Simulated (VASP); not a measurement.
Set up this calculation in VASP 6.6.1, as the native input.

```
Task                   : single point
Functional             : r2SCAN
Potentials or basis    : VASP PAW PBE potentials, release 64 (Sr_sv, Cl)
Cutoff                 : 520 eV
k mesh                 : 6 × 6 × 6
Occupations            : gaussian, width 0.01 eV
Spin                   : no spin polarisation
Dipole correction      : no
Further INCAR settings : ALGO = Normal; EDIFF = 1e-06; NBANDS = 19
```

The system is SrCl2.

```
Sr Cl
1.0
     3.44258    3.44258    0.00000
    -3.44258    3.44258    0.00000
     0.00000    3.44258    3.44258
Sr Cl
1 2
Direct
  0.00000 0.00000 0.00000
  0.25000 0.75000 0.50000
  0.75000 0.25000 0.50000
```

The input as run:

POSCAR

```
SrCl2
1.0
    3.4425776029      3.4425776029      0.0000000000
   -3.4425776029      3.4425776029      0.0000000000
    0.0000000000      3.4425776029      3.4425776029
Sr Cl
1 2
Direct
    0.0000000000      0.0000000000      0.0000000000
    0.2500000000      0.7500000000      0.5000000000
    0.7500000000      0.2500000000      0.5000000000
```

INCAR.step1

```
SYSTEM = SrCl2
PREC = Accurate
ENCUT = 520
ISMEAR = 0
SIGMA = 0.01
LREAL = .FALSE.
LASPH = .TRUE.
NELM = 80
NBANDS = 19
GGA = PE
ALGO = Normal
EDIFF = 1E-4
LWAVE = .TRUE.
LCHARG = .FALSE.
```

INCAR.step2

```
SYSTEM = SrCl2
PREC = Accurate
ENCUT = 520
EDIFF = 1E-6
ISMEAR = 0
SIGMA = 0.01
LREAL = .FALSE.
LASPH = .TRUE.
NELM = 80
ALGO = Normal
ISIF = 2
LWAVE = .FALSE.
LCHARG = .TRUE.
METAGGA = R2SCAN
LMIXTAU = .TRUE.
LELF = .TRUE.
LVHAR = .TRUE.
NBANDS = 19
ISTART = 1
```

KPOINTS

```
regular mesh
0
G
  6 6 6
  0 0 0
```

Potentials or basis: VASP PAW PBE potentials, release 64 (Sr_sv, Cl).

The run is started by

```sh
$ cat potpaw_PBE.64/Sr_sv/POTCAR potpaw_PBE.64/Cl/POTCAR > POTCAR
$ cp INCAR.step1 INCAR
$ mpirun -np 1 vasp_std > vasp.out
$ cp INCAR.step2 INCAR
$ mpirun -np 1 vasp_std > vasp.out
```

Results of the run:

The pressure is 2.0 GPa and the band gap on the k mesh is 5.97 eV.

Caveat: the PAW data sets were made with another functional, which shifts forces and pressure a little.

Wall time 82 s on 1 thread of Intel(R) Xeon(R) Platinum 8124M CPU @ 3.00GHz (Skylake/Cascade Lake), on a shared host, peak memory 0.22 GiB.
